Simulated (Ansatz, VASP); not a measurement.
## Pb in VASP and in Ansatz

File INCAR:

```
SYSTEM = Pb
PREC = Accurate
ENCUT = 520
EDIFF = 1E-7
ISMEAR = 0
SIGMA = 0.016
LREAL = .False.
LASPH = .True.
NELM = 100
ALGO = Normal
ISIF = 2
LWAVE = .False.
LCHARG = .False.
GGA = PE
NBANDS = 13
```

Contents of KPOINTS:

```
Automatic mesh
0
Gamma
  9 9 9
  0 0 0
```

File POSCAR:

```
Pb
1.0
    0.0000000000      2.4750200000      2.4750200000
    2.4750200000      0.0000000000      2.4750200000
    2.4750200000      2.4750200000      0.0000000000
Pb
1
Direct
    0.0000000000      0.0000000000      0.0000000000
```

Contents of input.yaml:

```yaml
crystal:
  lattice:
    - [0.0, 2.47502, 2.47502]
    - [2.47502, 0.0, 2.47502]
    - [2.47502, 2.47502, 0.0]
  atoms:
    - { symbol: Pb, position: [0.0, 0.0, 0.0] }
kpoints:
  mp_grid: { grid: [9, 9, 9] }
scf:
  occupations: { method: gaussian, width: 0.016 }
hamiltonian:
  xc: pbe
  pseudopotentials: { kind: all_electron, lapw: { basis_error: 0.001 } }
output:
  forces: true
  stress: true
  eigenvalues: true
```

Alike in both runs: task single point; functional PBE; k mesh 9 × 9 × 9; occupations gaussian, width 0.016 eV; no spin polarisation.

|  | VASP | Ansatz |
| --- | --- | --- |
| version | VASP 6.6.1 | Ansatz 0.2.0 |
| potentials or method | VASP PAW PBE potentials, release 64 (Pb_d), cutoff 520 eV | all-electron LAPW, scalar-relativistic |

Ansatz gave:

```
gap on the k mesh at the Fermi level (eV) : none
pressure (GPa)                            : 2.3
```

Problem. Which values does VASP return?

Solution. gap on the k mesh at the Fermi level (eV): none; pressure (GPa): 2.2.

A gap of «none» marks a metal or a gap that the smearing closes. Ansatz ran all-electron here, and VASP with PAW potentials.

Neither program's run includes spin-orbit coupling.
